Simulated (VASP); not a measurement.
# ZrCrC5 (P6/mmm) in VASP: relaxation of cell and atoms with PBE

Aim: the relaxation of cell and atoms of ZrCrC5 with PBE.

Everything below comes from runs of VASP 6.6.1. Logs are shortened: lines on timing, memory, paths and dates and some standing lists are left out, and cuts for length are marked.

### 1 The cell of the first run

The structure is hexagonal, space group P6/mmm (No. 191). Conventional cell: a = 4.331 Å, b = 4.331 Å, c = 6.403 Å, α = 90.00°, β = 90.00°, γ = 120.00°. Within 2.9 Å of Zr (site symmetry 6/mmm) lie 12 C at 2.17 to 2.50 Å. Within 4.4 Å of Cr (site symmetry 6/mmm) lie 2 Zr at 3.20 Å and 24 C at 3.87 to 4.06 Å and 6 Cr at 4.33 Å. Within 1.7 Å of C (site symmetry mmm) lie 2 C at 1.25 Å. Within 1.7 Å of C (site symmetry -6m2) lie 3 C at 1.25 Å.

The cell was generated, and may not be a known phase.

### 2 Relaxation of cell and atoms, PBE, collinear spin, ferromagnetic start

The input, INCAR:

```
PREC = Accurate
ENCUT = 600
EDIFF = 1E-7
ISMEAR = 0
SIGMA = 0.2
LREAL = False
LASPH = True
NELM = 200
ALGO = Normal
ISIF = 3
LWAVE = False
LCHARG = False
ISPIN = 2
MAGMOM = 0 3 0 0 0 0 0
LORBIT = 11
LMAXMIX = 4
GGA = PE
IBRION = 2
NSW = 36
EDIFFG = -0.08
GGA_COMPAT = False
NELMIN = 4
```

The input, KPOINTS:

```
Automatic mesh
0
Gamma
  4 4 3
```

The input, POSCAR:

```
ZrCrC5
1.0
    4.3309276600      0.0000000000      0.0000000000
   -2.1654638300      3.7506933700      0.0000000000
    0.0000000000      0.0000000000      6.4034800300
Zr Cr C
1 1 5
Direct
    0.0000000000      0.0000000000      0.0000000000
    0.0000000000      0.0000000000      0.5000000000
    0.5000000000      0.0000000000      0.0000000000
    0.0000000000      0.5000000000      0.0000000000
    0.5000000000      0.5000000000      0.0000000000
    0.3333333300      0.6666666700      0.0000000000
    0.6666666700      0.3333333300      0.0000000000
```

Potentials or basis: VASP PAW PBE potentials, release 64 (Zr_sv, Cr_pv, C).

The run is started by

```
$ cat potpaw_PBE.64/Zr_sv/POTCAR potpaw_PBE.64/Cr_pv/POTCAR potpaw_PBE.64/C/POTCAR > POTCAR
$ mpirun -np 1 vasp_std > vasp.out
```

OUTCAR:

```text
PREC = Accurate
   ENCUT = 600
   EDIFF = 1E-7
   ISMEAR = 0
   LREAL = False
   LASPH = True
   NELM = 200
   ISIF = 3
   ISPIN = 2
   LORBIT = 11
   GGA = PE
   IBRION = 2
   NSW = 36
   EDIFFG = -0.08
   NELMIN = 4

 ion  position               nearest neighbor table
   1  0.000  0.000  0.000-   4 2.17   5 2.17   4 2.17   5 2.17   3 2.17   3 2.17   7 2.50   6 2.50
                             6 2.50   7 2.50   6 2.50   7 2.50   2 3.20   2 3.20
   2  0.000  0.000  0.500-   1 3.20   1 3.20
   3  0.500  0.000  0.000-   6 1.25   7 1.25   1 2.17   1 2.17
   4  0.000  0.500  0.000-   6 1.25   7 1.25   1 2.17   1 2.17
   5  0.500  0.500  0.000-   6 1.25   7 1.25   1 2.17   1 2.17
   6  0.333  0.667  0.000-   3 1.25   4 1.25   5 1.25   1 2.50   1 2.50   1 2.50
   7  0.667  0.333  0.000-   3 1.25   4 1.25   5 1.25   1 2.50   1 2.50   1 2.50

  LATTYP: Found a hexagonal cell.
 ALAT       =     4.3309276600
 C/A-ratio  =     1.4785469841

  Lattice vectors:

 A1 = (   4.3309276600,   0.0000000000,   0.0000000000)
 A2 = (  -2.1654638300,   3.7506933700,   0.0000000000)
 A3 = (   0.0000000000,   0.0000000000,   6.4034800300)

Analysis of symmetry for initial positions (statically):
=====================================================================
 Subroutine PRICEL returns:
 Original cell was already a primitive cell.

 Routine SETGRP: Setting up the symmetry group for a
 hexagonal supercell.

 Subroutine GETGRP returns: Found 24 space group operations
 (whereof 24 operations were pure point group operations)
 out of a pool of 24 trial point group operations.

The static configuration has the point symmetry D_6h.

Analysis of symmetry for dynamics (positions and initial velocities):
=====================================================================
 Subroutine PRICEL returns:
 Original cell was already a primitive cell.

 Routine SETGRP: Setting up the symmetry group for a
 hexagonal supercell.

 Subroutine GETGRP returns: Found 24 space group operations
 (whereof 24 operations were pure point group operations)
 out of a pool of 24 trial point group operations.

The dynamic configuration has the point symmetry D_6h.

Analysis of structural, dynamic, and magnetic symmetry:
=====================================================================
 Subroutine PRICEL returns:
 Original cell was already a primitive cell.

 Routine SETGRP: Setting up the symmetry group for a
 hexagonal supercell.

 Subroutine GETGRP returns: Found 24 space group operations
 (whereof 24 operations were pure point group operations)
 out of a pool of 24 trial point group operations.

The overall configuration has the point symmetry D_6h.

 Subroutine INISYM returns: Found 24 space group operations
 (whereof 24 operations are pure point group operations),
 and found     1 'primitive' translations

----------------------------------------------------------------------------------------

                                     Primitive cell

  volume of cell :     104.0180

  direct lattice vectors                    reciprocal lattice vectors
     4.330927660  0.000000000  0.000000000     0.230897415  0.133308685  0.000000000
    -2.165463830  3.750693370  0.000000000     0.000000000  0.266617369  0.000000000
     0.000000000  0.000000000  6.403480030     0.000000000  0.000000000  0.156165085

  length of vectors
     4.330927660  4.330927655  6.403480030     0.266617369  0.266617369  0.156165085

  position of ions in fractional coordinates (direct lattice)
     0.000000000  0.000000000  0.000000000
     0.000000000  0.000000000  0.500000000
     0.500000000  0.000000000  0.000000000
     0.000000000  0.500000000  0.000000000
     0.500000000  0.500000000  0.000000000
     0.333333330  0.666666670  0.000000000
     0.666666670  0.333333330  0.000000000

  ion indices of the primitive-cell ions
   primitive index   ion index
                 1           1
                 2           2
                 3           3
                 4           4
                 5           5
                 6           6
                 7           7

----------------------------------------------------------------------------------------

 KPOINTS: Automatic mesh

Automatic generation of k-mesh.
 Grid dimensions read from file:
 generate k-points for:    4    4    3

 Generating k-lattice:

  Cartesian coordinates                     Fractional coordinates (reciprocal lattice)
     0.057724354  0.033327171  0.000000000     0.250000000  0.000000000  0.000000000
     0.000000000  0.066654342  0.000000000     0.000000000  0.250000000  0.000000000
     0.000000000  0.000000000  0.052055028     0.000000000  0.000000000  0.333333333

  Length of vectors
     0.066654342  0.066654342  0.052055028

  Shift w.r.t. Gamma in fractional coordinates (k-lattice)
     0.000000000  0.000000000  0.000000000

 Subroutine IBZKPT returns following result:
 ===========================================

 Found      8 irreducible k-points:

 Following reciprocal coordinates:
            Coordinates               Weight
  0.000000  0.000000  0.000000      1.000000
  0.250000  0.000000  0.000000      6.000000
  0.500000  0.000000  0.000000      3.000000
  0.250000  0.250000  0.000000      6.000000
  0.000000  0.000000  0.333333      2.000000
  0.250000  0.000000  0.333333     12.000000
  0.500000  0.000000  0.333333      6.000000
  0.250000  0.250000  0.333333     12.000000
   k-points           NKPTS =      8   k-points in BZ     NKDIM =      8   number of bands    NBANDS=     28
   number of dos      NEDOS =    301   number of ions     NIONS =      7
   total plane-waves  NPLWV =  69984
   dimension x,y,z NGX =    36 NGY =   36 NGZ =   54
   dimension x,y,z NGXF=    72 NGYF=   72 NGZF=  108
   ions per type =               1   1   5
   NGX,Y,Z   is equivalent  to a cutoff of  13.82, 13.82, 14.02 a.u.
   NGXF,Y,Z  is equivalent  to a cutoff of  27.64, 27.64, 28.04 a.u.
 SYSTEM =  unknown system
   PREC   = accura    normal or accurate (medium, high low for compatibility)
   ISTART =      0    job   : 0-new  1-cont  2-samecut
   ICHARG =      2    charge: 1-file 2-atom 10-const
   ISPIN  =      2    spin polarized calculation?
   LNONCOLLINEAR =      F non collinear calculations
   LSORBIT =      F    spin-orbit coupling
   LASPH  =      T    aspherical Exc in radial PAW
   ENCUT  =  600.0 eV  44.10 Ry    6.64 a.u.   8.65  8.65 12.79*2*pi/ulx,y,z
   NELM   =    200;   NELMIN=  4; NELMDL= -5     # of ELM steps
   EDIFF  = 0.1E-06   stopping-criterion for ELM
   LREAL  =      F    real-space projection
   EDIFFG = -.8E-01   stopping-criterion for IOM
   NSW    =     36    number of steps for IOM
   IBRION =      2    ionic relax: 0-MD 1-quasi-New 2-CG
   NFREE  =      1    steps in history (QN), initial steepest desc. (CG)
   ISIF   =      3    stress and relaxation
   ISYM   =      2    0-nonsym 1-usesym 2-fastsym
   POTIM  = 0.5000    time-step for ionic-motion
   TEBEG  =    0.0;   TEEND  =   0.0 temperature during run
   PSTRESS=    0.0 pullay stress
   NELECT =      44.0000    total number of electrons
   NUPDOWN=      -1.0000    fix difference up-down
   EMIN   =  10.00;   EMAX   =-10.00  energy-range for DOS
   EFERMI =   0.00;   METHOD = LEGACY
   ISMEAR =     0;   SIGMA  =   0.20  broadening in eV -4-tet -1-fermi 0-gaus
   EFERMI_NEDOS =   21; number of points for ismear=-14 and -15
   IALGO  =     38    algorithm
   IMIX   =      4    mixing-type and parameters
     AMIX     =   0.40;   BMIX     =  1.00
     AMIX_MAG =   1.60;   BMIX_MAG =  1.00
  volume/ion in A,a.u.               =      14.86       100.28
  Fermi-wavevector in a.u.,A,eV,Ry     =   1.228918  2.322318 20.548052  1.510239
  Thomas-Fermi vector in A             =   2.363825
   LORBIT       =     11    0 simple, 1 ext, 2 COOP (PROOUT), +10 PAW based schemes
   GGA     = PE    functional components
   LHFCALC =     F    Hartree Fock is set to
   AEXX    =    0.0000 exact exchange contribution
   IVDW    =     0    specifies the selected vdW correction
   LEPSILON=     F    determine dielectric tensor
   LRPA    =     F    only Hartree local field effects (RPA)
 conjugate gradient relaxation of ions
 spin polarized calculation
 Gauss-broadening in eV      SIGMA  =   0.20
  energy-cutoff  :      600.00
  volume of cell :      104.02
 maximum number of plane-waves:      3499
 NGX is ok and might be reduce to    36
   NGX = 17   NGY = 17   NGZ = 25

--------------------------------------- Ionic step        1  -------------------------------------------

 number of electron      44.0000003 magnetization       4.9113130

 Free energy of the ion-electron system (eV)
  ---------------------------------------------------
  ext. energy  EPLUGINS =         0.00000000
  ---------------------------------------------------
  free energy    TOTEN  =       -48.54524791 eV

  energy without entropy =      -48.50490168  energy(sigma->0) =      -48.52507479

------------------------ aborting loop because EDIFF is reached ----------------------------------------

  FORCE on cell =-STRESS in cart. coord.  units (eV):
  Direction    XX          YY          ZZ          XY          YZ          ZX
  --------------------------------------------------------------------------------------
  -------------------------------------------------------------------------------------
  Total       56.2305312     56.2305310     -2.0816868     -0.0000000      0.0000000     -0.0000000
  in kB      866.1123248    866.1123223    -32.0639790     -0.0000000      0.0000000     -0.0000000
  external PRESSURE =     566.7202227 kB  Pullay stress =       0.0000000 kB
[... 106 lines left out ...]
  FREE ENERGIE OF THE ION-ELECTRON SYSTEM (eV)
  ---------------------------------------------------
  free  energy   TOTEN  =       -54.5809880982 eV

  energy  without entropy=      -54.4910348434  energy(sigma->0) =      -54.53601147

 E-fermi :   4.0911     XC(G=0):  -9.2150

 val. band max:        3.9745893566   @ k =   0.2500   0.2500   0.0000
 cond. band min:       4.0913174161   @ k =   0.0000   0.0000   0.0000
 fundamental gap:      0.1167280595
 Fermi energy:         4.0911204357

 spin component 1

 k-point     1 :       0.0000    0.0000    0.0000
  band No.  band energies     occupation
      1     -44.5961      1.00000
      2     -35.9821      1.00000
      3     -35.4986      1.00000
      4     -35.4986      1.00000
      5     -22.8020      1.00000
      6     -22.6903      1.00000
[... 237 lines left out ...]
     27       7.0274      0.00000
     28       7.1430      0.00000
 Fermi energy:         4.0911204357

 spin component 2

 k-point     1 :       0.0000    0.0000    0.0000
  band No.  band energies     occupation
      1     -44.5666      1.00000
      2     -39.6065      1.00000
      3     -39.4535      1.00000
      4     -39.4535      1.00000
      5     -22.7512      1.00000
      6     -22.6705      1.00000
[... 237 lines left out ...]
     27       5.7152      0.00000
     28       6.4226      0.00000

[... ionic steps 4 to 10 ...]

--------------------------------------- Ionic step       11  -------------------------------------------

 number of electron      43.9999998 magnetization      -4.5239840

------------------------ aborting loop because EDIFF is reached ----------------------------------------
[... 77 lines left out ...]
--------------------------------------- Ionic step       13  -------------------------------------------

 number of electron      44.0000001 magnetization      -4.5350694

 Free energy of the ion-electron system (eV)
  ---------------------------------------------------
  ext. energy  EPLUGINS =         0.00000000
  ---------------------------------------------------
  free energy    TOTEN  =       -54.83642242 eV

  energy without entropy =      -54.76520037  energy(sigma->0) =      -54.80081140

 E-fermi :   3.3523     XC(G=0):  -8.7494

 val. band max:        3.2745307231   @ k =   0.2500   0.2500   0.3333
 cond. band min:       3.4136079045   @ k =   0.2500   0.0000   0.3333
 fundamental gap:      0.1390771814
 Fermi energy:         3.3522693510

 spin component 1

 k-point     1 :       0.0000    0.0000    0.0000
  band No.  band energies     occupation
      1     -45.5676      1.00000
      2     -36.2114      1.00000
      3     -35.8997      1.00000
      4     -35.8997      1.00000
      5     -23.7184      1.00000
      6     -23.6374      1.00000
[... 237 lines left out ...]
     27       6.4259      0.00000
     28       6.6492      0.00000
 Fermi energy:         3.3522693510

 spin component 2

 k-point     1 :       0.0000    0.0000    0.0000
  band No.  band energies     occupation
      1     -45.5268      1.00000
      2     -40.0872      1.00000
      3     -39.9917      1.00000
      4     -39.9917      1.00000
      5     -23.6330      1.00000
      6     -23.6088      1.00000
[... 271 lines left out ...]
  FREE ENERGIE OF THE ION-ELECTRON SYSTEM (eV)
  ---------------------------------------------------
  free  energy   TOTEN  =       -54.8364224169 eV

  energy  without entropy=      -54.7652003739  energy(sigma->0) =      -54.80081140

 reached required accuracy - stopping structural energy minimisation

 total charge

# of ion       s       p       d       tot
------------------------------------------
    1        2.183   5.965   1.656   9.804
    2        0.331   6.018   4.178  10.528
    3        0.869   1.721   0.000   2.590
    4        0.869   1.721   0.000   2.590
    5        0.869   1.721   0.000   2.590
    6        0.829   1.707   0.000   2.537
    7        0.829   1.707   0.000   2.537
--------------------------------------------------
tot          6.780  20.561   5.834  33.176

 magnetization (x)

# of ion       s       p       d       tot
------------------------------------------
    1        0.017  -0.004   0.064   0.077
    2       -0.121  -0.001  -3.991  -4.113
    3        0.004   0.050   0.000   0.055
    4        0.004   0.050   0.000   0.055
    5        0.004   0.050   0.000   0.055
    6       -0.004  -0.027   0.000  -0.031
    7       -0.004  -0.027   0.000  -0.031
--------------------------------------------------
tot         -0.099   0.091  -3.927  -3.934
```

It took 28 min on 1 thread of Oxide Virtual Turin-like, shared host; peak memory 0.3 GiB.

Results:

* Free energy: -54.8364 eV
* Relaxed volume: 17.01 Å³/atom
* Relaxed cell: a = 4.883 Å, b = 4.883 Å, c = 5.767 Å, α = 90.00°, β = 90.00°, γ = 120.00°
* Space group after relaxing (to 0.1 Å): P6/mmm (No. 191)
* Pressure after relaxing: 0.0 GPa
* Net moment: -4.54 μB per cell
* Site moments: Zr +0.08; Cr -4.11; C +0.06, -0.03 (each value once) μB
* Valence electrons inside the program's atomic spheres: Zr 9.80; Cr 10.53; C 2.59, 2.54 (each value once)

Final structure:
```cif
data_structure
_symmetry_space_group_name_H-M 'P 1'
_symmetry_Int_Tables_number 1
_cell_length_a 4.8832
_cell_length_b 4.8832
_cell_length_c 5.7668
_cell_angle_alpha 90.000
_cell_angle_beta 90.000
_cell_angle_gamma 120.000
_cell_volume 119.09
loop_
_atom_site_label
_atom_site_type_symbol
_atom_site_fract_x
_atom_site_fract_y
_atom_site_fract_z
_atom_site_occupancy
Zr1 Zr 0.00000 0.00000 0.00000 1
Cr1 Cr 0.00000 0.00000 0.50000 1
C1 C 0.50000 0.00000 0.00000 1
C2 C 0.00000 0.50000 0.00000 1
C3 C 0.50000 0.50000 0.00000 1
C4 C 0.33333 0.66667 0.00000 1
C5 C 0.66667 0.33333 0.00000 1
```

Levels at points of the mesh, in eV from the Fermi level:
Spin up:
```
           k point  band 17  band 18  band 19  band 20  band 21  band 22  band 23  band 24
(0.00, 0.00, 0.00)    -0.51    -0.51    -0.14    -0.14     0.56     0.56     1.28     2.05
(0.50, 0.00, 0.00)    -1.41    -1.38    -1.18    -1.08     1.48     2.06     2.19     2.37
```
Spin down:
```tsv
k point	band 22	band 23	band 24	band 25	band 26	band 27
(0.00, 0.00, 0.00)	-0.44	-0.44	0.09	0.09	1.89	1.89
(0.50, 0.00, 0.00)	-0.76	-0.43	-0.24	0.11	1.40	2.54
```

Caveat: the k points lie up to 0.37 Å⁻¹ apart in the final cell.
